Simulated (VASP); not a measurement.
# KI in VASP: further runs

Runs on KI. Level: PBE. Tasks: single point.

Everything below comes from runs of VASP 6.6.1. Logs are shortened: lines on timing, memory, paths and dates and some standing lists are left out, and cuts for length are marked.

## (1) The cell of the first run

The cell holds a sheet with vacuum, 2 atoms: a = 4.936 Å, b = 4.936 Å, c = 23.800 Å, α = 90.00°, β = 90.00°, γ = 90.42°.

The cell was generated, and may not be a known phase.

## (2) Single point, PBE

INCAR

```
PREC = Accurate ; ENCUT = 520
EDIFF = 1E-6 ; ISMEAR = 0
SIGMA = 0.1 ; LREAL = False
LASPH = True ; NELM = 60
ALGO = Normal ; ISIF = 2
LWAVE = False ; LCHARG = False
LDIPOL = True ; IDIPOL = 3
DIPOL = 0.5 0.5 0.294 ; GGA = PE
NBANDS = 15
```

KPOINTS

```
Automatic mesh
0
Gamma
  4 4 1
```

POSCAR

```
KI
1.0
    4.9274579077      0.2950692095      0.0000000000
   -0.3312607810      4.9251572122      0.0000000000
    0.0000000000      0.0000000000     23.8000000000
K I
1 1
Direct
    0.0000000000      0.0000000000      0.2941176471
    0.5000000000      0.5000000000      0.2941176471
```

Potentials or basis: VASP PAW PBE potentials, release 64 (K_sv, I).

Started as:

```console
$ cat potpaw_PBE.64/K_sv/POTCAR potpaw_PBE.64/I/POTCAR > POTCAR
$ mpirun -np 1 vasp_std > vasp.out
```

OUTCAR:

```text
PREC = Accurate
   ENCUT = 520
   EDIFF = 1E-6
   ISMEAR = 0
   LREAL = False
   LASPH = True
   NELM = 60
   ISIF = 2
   GGA = PE

 ion  position               nearest neighbor table
   1  0.000  0.000  0.294-   2 3.48   2 3.48   2 3.50   2 3.50
   2  0.500  0.500  0.294-   1 3.48   1 3.48   1 3.50   1 3.50

  LATTYP: Found a base centered orthorhombic cell.
 ALAT       =     6.9552708014
 B/A-ratio  =     1.0073736777
 C/A-ratio  =     3.4218653277

  Lattice vectors:

 A1 = (   4.9274579077,   0.2950692095,   0.0000000000)
 A2 = (  -0.3312607810,   4.9251572122,   0.0000000000)
 A3 = (   0.0000000000,   0.0000000000,  23.8000000000)

Analysis of symmetry for initial positions (statically):
=====================================================================
 Subroutine PRICEL returns:
 Original cell was already a primitive cell.

 Routine SETGRP: Setting up the symmetry group for a
 base centered orthorhombic supercell.

 Subroutine GETGRP returns: Found  8 space group operations
 (whereof  4 operations were pure point group operations)
 out of a pool of  8 trial point group operations.

The static configuration has the point symmetry C_2v.
 The point group associated with its full space group is D_2h.

Analysis of symmetry for dynamics (positions and initial velocities):
=====================================================================
 Subroutine PRICEL returns:
 Original cell was already a primitive cell.

 Routine SETGRP: Setting up the symmetry group for a
 base centered orthorhombic supercell.

 Subroutine GETGRP returns: Found  8 space group operations
 (whereof  4 operations were pure point group operations)
 out of a pool of  8 trial point group operations.

The dynamic configuration has the point symmetry C_2v.
 The point group associated with its full space group is D_2h.

 Subroutine INISYM returns: Found  8 space group operations
 (whereof  4 operations are pure point group operations),
 and found     1 'primitive' translations

----------------------------------------------------------------------------------------

                                     Primitive cell

  volume of cell :     579.9167

  direct lattice vectors                    reciprocal lattice vectors
     4.927457908  0.295069209  0.000000000     0.202130294  0.013595066  0.000000000
    -0.331260781  4.925157212  0.000000000    -0.012109751  0.202224715  0.000000000
     0.000000000  0.000000000 23.800000000     0.000000000  0.000000000  0.042016807

  length of vectors
     4.936284764  4.936284764 23.800000000     0.202586973  0.202586973  0.042016807

  position of ions in fractional coordinates (direct lattice)
     0.000000000  0.000000000  0.294117647
     0.500000000  0.500000000  0.294117647

  ion indices of the primitive-cell ions
   primitive index   ion index
                 1           1
                 2           2

----------------------------------------------------------------------------------------

 KPOINTS: Automatic mesh

Automatic generation of k-mesh.
 Grid dimensions read from file:
 generate k-points for:    4    4    1

 Generating k-lattice:

  Cartesian coordinates                     Fractional coordinates (reciprocal lattice)
     0.050532573  0.003398767  0.000000000     0.250000000 -0.000000000  0.000000000
    -0.003027438  0.050556179  0.000000000     0.000000000  0.250000000  0.000000000
     0.000000000  0.000000000  0.042016807     0.000000000  0.000000000  1.000000000

  Length of vectors
     0.050646743  0.050646743  0.042016807

  Shift w.r.t. Gamma in fractional coordinates (k-lattice)
     0.000000000  0.000000000  0.000000000

 Subroutine IBZKPT returns following result:
 ===========================================

 Found      7 irreducible k-points:

 Following reciprocal coordinates:
            Coordinates               Weight
  0.000000  0.000000  0.000000      1.000000
  0.250000  0.000000  0.000000      4.000000
  0.500000  0.000000  0.000000      2.000000
  0.250000  0.250000  0.000000      2.000000
  0.500000  0.250000  0.000000      4.000000
 -0.250000  0.250000  0.000000      2.000000
  0.500000  0.500000  0.000000      1.000000
   k-points           NKPTS =      7   k-points in BZ     NKDIM =      7   number of bands    NBANDS=     15
   number of dos      NEDOS =    301   number of ions     NIONS =      2
   total plane-waves  NPLWV = 288000
   dimension x,y,z NGX =    40 NGY =   40 NGZ =  180
   dimension x,y,z NGXF=    80 NGYF=   80 NGZF=  360
   ions per type =               1   1
   NGX,Y,Z   is equivalent  to a cutoff of  13.47, 13.47, 12.57 a.u.
   NGXF,Y,Z  is equivalent  to a cutoff of  26.94, 26.94, 25.15 a.u.
 SYSTEM =  unknown system
   PREC   = accura    normal or accurate (medium, high low for compatibility)
   ISTART =      0    job   : 0-new  1-cont  2-samecut
   ICHARG =      2    charge: 1-file 2-atom 10-const
   ISPIN  =      1    spin polarized calculation?
   LNONCOLLINEAR =      F non collinear calculations
   LSORBIT =      F    spin-orbit coupling
   LASPH  =      T    aspherical Exc in radial PAW
   ENCUT  =  520.0 eV  38.22 Ry    6.18 a.u.   9.18  9.18 44.25*2*pi/ulx,y,z
   NELM   =     60;   NELMIN=  2; NELMDL= -5     # of ELM steps
   EDIFF  = 0.1E-05   stopping-criterion for ELM
   LREAL  =      F    real-space projection
   EDIFFG = 0.1E-04   stopping-criterion for IOM
   NSW    =      0    number of steps for IOM
   IBRION =     -1    ionic relax: 0-MD 1-quasi-New 2-CG
   NFREE  =      0    steps in history (QN), initial steepest desc. (CG)
   ISIF   =      2    stress and relaxation
   ISYM   =      2    0-nonsym 1-usesym 2-fastsym
   POTIM  = 0.5000    time-step for ionic-motion
   TEBEG  =    0.0;   TEEND  =   0.0 temperature during run
   PSTRESS=    0.0 pullay stress
   NELECT =      16.0000    total number of electrons
   NUPDOWN=      -1.0000    fix difference up-down
   EMIN   =  10.00;   EMAX   =-10.00  energy-range for DOS
   EFERMI =   0.00;   METHOD = LEGACY
   ISMEAR =     0;   SIGMA  =   0.10  broadening in eV -4-tet -1-fermi 0-gaus
   EFERMI_NEDOS =   21; number of points for ismear=-14 and -15
   IALGO  =     38    algorithm
   IMIX   =      4    mixing-type and parameters
     AMIX     =   0.40;   BMIX     =  1.00
     AMIX_MAG =   1.60;   BMIX_MAG =  1.00
  volume/ion in A,a.u.               =     289.96      1956.74
  Fermi-wavevector in a.u.,A,eV,Ry     =   0.494682  0.934814  3.329488  0.244710
  Thomas-Fermi vector in A             =   1.499744
   LORBIT       =      0    0 simple, 1 ext, 2 COOP (PROOUT), +10 PAW based schemes
   GGA     = PE    functional components
   LHFCALC =     F    Hartree Fock is set to
   AEXX    =    0.0000 exact exchange contribution
   IVDW    =     0    specifies the selected vdW correction
   LEPSILON=     F    determine dielectric tensor
   LRPA    =     F    only Hartree local field effects (RPA)
 non-spin polarized calculation
 Gauss-broadening in eV      SIGMA  =   0.10
  energy-cutoff  :      520.00
  volume of cell :      579.92
 maximum number of plane-waves:     15672
 NGX is ok and might be reduce to    40
   NGX = 19   NGY = 19   NGZ = 89

 dipolmoment           0.000000      0.000000     -0.000001 electrons x Angstroem

 number of electron      15.9999998 magnetization

 dipolmoment           0.000000      0.000000      0.000002 electrons x Angstroem

 Free energy of the ion-electron system (eV)
  ---------------------------------------------------
  ext. energy  EPLUGINS =         0.00000000
  ---------------------------------------------------
  free energy    TOTEN  =        -5.29251094 eV

  energy without entropy =       -5.29251094  energy(sigma->0) =       -5.29251094

 E-fermi :  -4.2594     XC(G=0):  -1.4927

 val. band max:       -4.8057017679   @ k =   0.5000   0.5000   0.0000
 cond. band min:      -0.8297123312   @ k =   0.0000   0.0000   0.0000
 fundamental gap:      3.9759894367
 Fermi energy:        -4.2593829756

 k-point     1 :       0.0000    0.0000    0.0000
  band No.  band energies     occupation
      1     -33.7646      2.00000
      2     -17.3165      2.00000
      3     -17.2162      2.00000
      4     -17.2159      2.00000
      5     -15.0295      2.00000
      6      -5.0541      2.00000
      7      -4.8358      2.00000
      8      -4.8312      2.00000
      9      -0.8297      0.00000
     10       0.4489      0.00000
     11       0.6508      0.00000
     12       0.7919      0.00000
     13       1.1839      0.00000
     14       1.4216      0.00000
     15       2.0952      0.00000

 k-point     2 :       0.2500    0.0000    0.0000
  band No.  band energies     occupation
      1     -33.7642      2.00000
      2     -17.3153      2.00000
      3     -17.2568      2.00000
      4     -17.2125      2.00000
      5     -14.9529      2.00000
      6      -5.3613      2.00000
      7      -5.0066      2.00000
      8      -4.9166      2.00000
      9      -0.2187      0.00000
     10       0.6596      0.00000
     11       1.1783      0.00000
     12       1.3379      0.00000
     13       1.6803      0.00000
     14       1.8261      0.00000
     15       2.2890      0.00000
[... 59 lines left out ...]
      3     -17.2520      2.00000
      4     -17.2283      2.00000
      5     -14.9342      2.00000
      6      -5.4027      2.00000
      7      -5.1576      2.00000
      8      -4.9462      2.00000
      9       0.2230      0.00000
     10       0.8704      0.00000
     11       1.5971      0.00000
     12       1.7885      0.00000
     13       2.0066      0.00000
     14       2.0237      0.00000
     15       2.0946      0.00000

 k-point     7 :       0.5000    0.5000    0.0000
  band No.  band energies     occupation
      1     -33.7630      2.00000
      2     -17.3123      2.00000
      3     -17.2405      2.00000
      4     -17.2405      2.00000
      5     -14.9439      2.00000
      6      -5.4072      2.00000
      7      -5.3992      2.00000
      8      -4.8057      2.00000
      9       0.7781      0.00000
     10       1.1565      0.00000
     11       1.1711      0.00000
     12       2.6923      0.00000
     13       2.7877      0.00000
     14       3.0262      0.00000
     15       3.0809      0.00000

------------------------ aborting loop because EDIFF is reached ----------------------------------------

 vacuum level on the upper side and lower side of the slab       (xc-potential included)        -0.006        -0.006

  FORCE on cell =-STRESS in cart. coord.  units (eV):
  Direction    XX          YY          ZZ          XY          YZ          ZX
  --------------------------------------------------------------------------------------
  -------------------------------------------------------------------------------------
  Total       -0.1702996     -0.1560062     -0.0070783      0.0559844      0.0000000      0.0000000
  in kB       -0.4704990     -0.4310094     -0.0195558      0.1546720      0.0000000      0.0000000
  external PRESSURE =      -0.3070214 kB  Pullay stress =       0.0000000 kB

 VOLUME and BASIS-vectors are now :
 -----------------------------------------------------------------------------
  energy-cutoff  :      520.00
  volume of cell :      579.92
      direct lattice vectors                 reciprocal lattice vectors
     4.927457908  0.295069209  0.000000000     0.202130294  0.013595066  0.000000000
    -0.331260781  4.925157212  0.000000000    -0.012109751  0.202224715  0.000000000
     0.000000000  0.000000000 23.800000000     0.000000000  0.000000000  0.042016807

 POSITION                                       TOTAL-FORCE (eV/Angst)
 -----------------------------------------------------------------------------------
      0.00000      0.00000      7.00000        -0.000000      0.000000      0.000000
      2.29810      2.61011      7.00000         0.000000      0.000000     -0.000000
 -----------------------------------------------------------------------------------
    total drift:                               -0.000000     -0.000000      0.000019

  FREE ENERGIE OF THE ION-ELECTRON SYSTEM (eV)
  ---------------------------------------------------
  free  energy   TOTEN  =        -5.2925109426 eV

  energy  without entropy=       -5.2925109426  energy(sigma->0) =       -5.29251094

 vacuum level on the upper side and lower side of the slab         0.805         0.805
```

Run time: 84 s. Hardware: 1 thread of Intel Xeon 6975P-C (Granite Rapids), shared host; peak memory 0.61 GiB.

What came out:

```yaml
Free_energy: -5.2925 eV
Band_gap_on_the_k_mesh: 3.98 eV (least direct gap 4.00 eV)
```

Levels at points of the mesh, in eV from the valence-band top:
| k point | band 4 | band 5 | band 6 | band 7 | band 8 | band 9 | band 10 | band 11 | band 12 | band 13 |
| --- | --- | --- | --- | --- | --- | --- | --- | --- | --- | --- |
| (0.00, 0.00, 0.00) | -12.41 | -10.22 | -0.25 | -0.03 | -0.03 | 3.98 | 5.25 | 5.46 | 5.60 | 5.99 |
| (0.50, 0.00, 0.00) | -12.40 | -10.07 | -0.97 | -0.19 | -0.15 | 5.65 | 5.78 | 5.83 | 6.70 | 7.10 |
| (0.50, 0.50, 0.00) | -12.43 | -10.14 | -0.60 | -0.59 | 0.00 | 5.58 | 5.96 | 5.98 | 7.50 | 7.59 |

Caveat: spin-orbit coupling is left out, which moves the levels of the heavy elements.

## (3) Single point, PBE

This run uses another cell than the first one.

INCAR

```
SYSTEM = KI
ALGO = Normal ; DIPOL = 0.5 0.5 0.294
EDIFF = 1E-7 ; ENCUT = 520
GGA = PE ; IDIPOL = 3
ISIF = 2 ; ISMEAR = 0
LASPH = .True. ; LCHARG = .False.
LDIPOL = .True. ; LREAL = .False.
LWAVE = .False. ; NBANDS = 15
NELM = 80 ; PREC = Accurate
SIGMA = 0.02
```

KPOINTS

```
k-points
0
Gamma
  6 6 1
  0 0 0
```

POSCAR

```
KI
1.0
    4.8873333051      0.3066209021      0.0000000000
   -0.3147211733      4.8868183715      0.0000000000
    0.0000000000      0.0000000000     23.8000000000
K I
1 1
Direct
    0.0000000000      0.0000000000      0.2941176471
    0.5000000000      0.5000000000      0.2941176471
```

Potentials or basis: VASP PAW PBE potentials, release 64 (K_sv, I).

Started as:

```console
$ cat potpaw_PBE.64/K_sv/POTCAR potpaw_PBE.64/I/POTCAR > POTCAR
$ mpirun -np 1 vasp_std > vasp.out
```

Run time: 1.7 min. Hardware: 1 thread of Intel Xeon 6975P-C (Granite Rapids), shared host; peak memory 0.56 GiB.

The run converged. Its results:

| Property | Result |
| --- | --- |
| Free energy | -5.2943 eV |
| Band gap on the k mesh | 4.02 eV (least direct gap 4.03 eV) |

Levels at points of the mesh, in eV from the valence-band top:
```
           k point  band 5  band 6  band 7  band 8  band 9  band 10  band 11  band 12
(0.00, 0.00, 0.00)  -10.24   -0.26   -0.01   -0.01    4.02     5.27     5.45     5.62
(0.50, 0.00, 0.00)  -10.06   -1.00   -0.19   -0.16    5.67     5.83     5.88     6.75
(0.50, 0.50, 0.00)  -10.14   -0.60   -0.60    0.00    5.65     5.98     5.98     7.56
```

Caveat: spin-orbit coupling is left out, which moves the levels of the heavy elements.

## (4) Single point, PBE

INCAR

```
ALGO = Normal
DIPOL = 0.5 0.5 0.294
EDIFF = 1E-7
ENCUT = 520
GGA = PE
IDIPOL = 3
ISIF = 2
ISMEAR = 0
LASPH = True
LCHARG = False
LDIPOL = True
LREAL = False
LWAVE = False
NBANDS = 15
NELM = 100
PREC = Accurate
SIGMA = 0.02
```

KPOINTS

```
k-points
0
Gamma
  6 6 1
```

POSCAR

```
KI
1.0
    4.9274579077      0.2950692095      0.0000000000
   -0.3312607810      4.9251572122      0.0000000000
    0.0000000000      0.0000000000     23.8000000000
K I
1 1
Direct
    0.0000000000      0.0000000000      0.2941176471
    0.5000000000      0.5000000000      0.2941176471
```

Started as:

```console
$ cat potpaw_PBE.64/K_sv/POTCAR potpaw_PBE.64/I/POTCAR > POTCAR
$ mpirun -np 1 vasp_std > vasp.out
```

Run time: 2.4 min. Hardware: 1 thread of Intel Xeon 6975P-C (Granite Rapids), shared host; peak memory 0.62 GiB.

The run converged. Its results:

```
Free energy            : -5.2931 eV
Band gap on the k mesh : 3.98 eV (least direct gap 4.00 eV)
```

Levels at points of the mesh, in eV from the valence-band top:
| k point | band 6 | band 7 | band 8 | band 9 | band 10 | band 11 |
| --- | --- | --- | --- | --- | --- | --- |
| (0.00, 0.00, 0.00) | -0.25 | -0.03 | -0.03 | 3.98 | 5.25 | 5.46 |
| (0.50, 0.00, 0.00) | -0.97 | -0.19 | -0.15 | 5.65 | 5.78 | 5.83 |
| (0.50, 0.50, 0.00) | -0.60 | -0.59 | 0.00 | 5.58 | 5.96 | 5.98 |

Caveat: spin-orbit coupling is left out, which moves the levels of the heavy elements.

## (5) The runs side by side

```csv
cell,k mesh,smearing,gap on the mesh (eV)
"a = 4.936, b = 4.936, c = 23.800 Å, angles 90.0, 90.0, 90.4°, 2 atoms",4 × 4 × 1,gaussian 0.1 eV,3.98
"a = 4.897, b = 4.897, c = 23.800 Å, angles 90.0, 90.0, 90.1°, 2 atoms",6 × 6 × 1,gaussian 0.02 eV,4.02
"a = 4.936, b = 4.936, c = 23.800 Å, angles 90.0, 90.0, 90.4°, 2 atoms",6 × 6 × 1,gaussian 0.02 eV,3.98
```

Alike in all rows: task single point; level PBE; potentials or basis VASP PAW PBE potentials, release 64 (K_sv, I); no spin polarisation; cutoff (eV) 520.

Caveats: spin-orbit coupling is left out, which moves the levels of the heavy elements.

Total energies depend on the potentials used, so only differences within one code and one set of settings carry meaning.
